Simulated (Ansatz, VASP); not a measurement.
**One calculation of La2O3, two programs**

File INCAR:

```
SYSTEM = La2O3
PREC = Accurate
ENCUT = 600
EDIFF = 1E-6
ISMEAR = 0
SIGMA = 0.1
LREAL = .False.
LASPH = .True.
NELM = 80
ALGO = Normal
ISIF = 3
LWAVE = .False.
LCHARG = .False.
GGA = PE
IBRION = 2
NSW = 90
EDIFFG = -0.04
```

The input KPOINTS:

```
regular mesh
0
Gamma
  6 6 2
  0 0 0
```

Contents of POSCAR:

```
La2O3
1.0
    3.7732401700      0.0000000000      0.0000000000
   -1.8866200800      3.2677218400      0.0000000000
    0.0000000000      0.0000000000      8.2029059000
La O
2 3
Direct
    0.0000000000      0.0000000000      0.2281334500
    0.0000000000      0.0000000000      0.7718665500
    0.3333333300      0.6666666700      0.0000000000
    0.6666666700      0.3333333300      0.0000000000
    0.0000000000      0.0000000000      0.5000000000
```

Input for Ansatz:

```yaml
crystal:
  lattice:
    - [3.77324017, 0.0, 0.0]
    - [-1.88662008, 3.26772184, 0.0]
    - [0.0, 0.0, 8.2029059]
  atoms:
    - { symbol: La, position: [0.0, 0.0, 0.22813345] }
    - { symbol: La, position: [0.0, 0.0, 0.77186655] }
    - { symbol: O, position: [0.33333333, 0.66666667, 0.0] }
    - { symbol: O, position: [0.66666667, 0.33333333, 0.0] }
    - { symbol: O, position: [0.0, 0.0, 0.5] }
basis:
  ecutwfc: 420
kpoints:
  mp_grid: { grid: [6, 6, 2] }
hamiltonian:
  xc: pbe
scf:
  occupations: { method: gaussian, width: 0.1 }
  lower_state_search: "off"
output:
  forces: true
  stress: true
  eigenvalues: true
relax:
  adjacent_minimum: "off"
  f_tol: 0.04
  max_steps: 70
  cell: { stress_tol: 0.4 }
```

Alike in both runs: task relaxation of cell and atoms; functional PBE; k mesh 6 × 6 × 2; occupations gaussian, width 0.1 eV; no spin polarisation.

```csv
,VASP,Ansatz
version,VASP 6.6.1,Ansatz 0.2.0
potentials or method,"VASP PAW PBE potentials, release 64 (La, O), cutoff 600 eV","scalar-relativistic, plane waves, PAW"
valence electrons in the cell,40,40
```

|  | VASP | Ansatz | Ansatz less VASP |
| --- | --- | --- | --- |
| gap on the k mesh at the Fermi level, each at its own relaxed structure (eV) | none | none | - |
| relaxed volume (Å³/atom) | 19.70 | 19.70 | -0.002 |
| relaxed cell length with the largest relative difference (Å) | 7.064 | 7.066 | +0.0028 |

A gap of «none» marks a metal or a gap that the smearing closes.

The k mesh is coarse, so the values compare programs but aren't converged. Spin-orbit coupling is off throughout.
